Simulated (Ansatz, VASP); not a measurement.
Two plane-wave programs on Ta

Contents of INCAR:

```
SYSTEM = Ta
PREC     = Accurate       ! precision mode
ENCUT    = 520            ! plane-wave cutoff, eV
EDIFF    = 1E-6           ! SCF threshold, eV
ISMEAR   = 0              ! smearing method
SIGMA    = 0.1            ! smearing width, eV
LREAL    = .FALSE.        ! projectors in reciprocal space
LASPH    = .TRUE.         ! aspherical terms in the spheres
NELM     = 80             ! most SCF steps
ALGO     = Normal         ! electronic algorithm
ISIF     = 2              ! what is computed and relaxed
LWAVE    = .FALSE.        ! write WAVECAR
LCHARG   = .FALSE.        ! write CHGCAR
GGA      = PS             ! functional
NBANDS   = 12             ! bands
```

The input KPOINTS:

```
Automatic mesh
0
G
  18 18 18
  0 0 0
```

File POSCAR:

```
Ta
1.0
   -1.6067756778      1.6067756778      1.6067756778
    1.6067756778     -1.6067756778      1.6067756778
    1.6067756778      1.6067756778     -1.6067756778
Ta
1
Direct
    0.0000000000      0.0000000000      0.0000000000
```

Input for Ansatz:

```yaml
crystal:
  lattice:
    - [-1.6067756778, 1.6067756778, 1.6067756778]
    - [1.6067756778, -1.6067756778, 1.6067756778]
    - [1.6067756778, 1.6067756778, -1.6067756778]
  atoms:
    - { symbol: Ta, position: [0.0, 0.0, 0.0] }
basis:
  ecutwfc: 420
kpoints:
  mp_grid: { grid: [18, 18, 18] }
hamiltonian:
  xc: pbesol
scf:
  occupations: { method: gaussian, width: 0.1 }
output:
  forces: true
  stress: true
  eigenvalues: true
```

Alike in both runs: task single point; functional PBEsol; k mesh 18 × 18 × 18; occupations gaussian, width 0.1 eV; no spin polarisation.

|  | VASP | Ansatz |
| --- | --- | --- |
| version | VASP 6.6.1 | Ansatz 0.2.0 |
| potentials or method | VASP PAW PBE potentials, release 64 (Ta_pv), cutoff 520 eV | scalar-relativistic, plane waves, PAW |
| valence electrons in the cell | 11 | 13 |

Ansatz gave:

| Quantity | Value |
| --- | --- |
| gap on the k mesh at the Fermi level (eV) | none |
| pressure (GPa) | 14.6 |

**Question.** Which values does VASP return?

**Answer.** gap on the k mesh at the Fermi level (eV): none; pressure (GPa): 14.9.

VASP's potentials were made for PBE, not for PBEsol. A gap of «none» marks a metal or a gap that the smearing closes. The functional is the same, so the differences come from potentials, cutoffs and numerics. VASP's potentials hold 11 valence electrons a cell and Ansatz's 13, so a difference there can come from the potentials and not from the codes.

Spin-orbit coupling is off throughout.
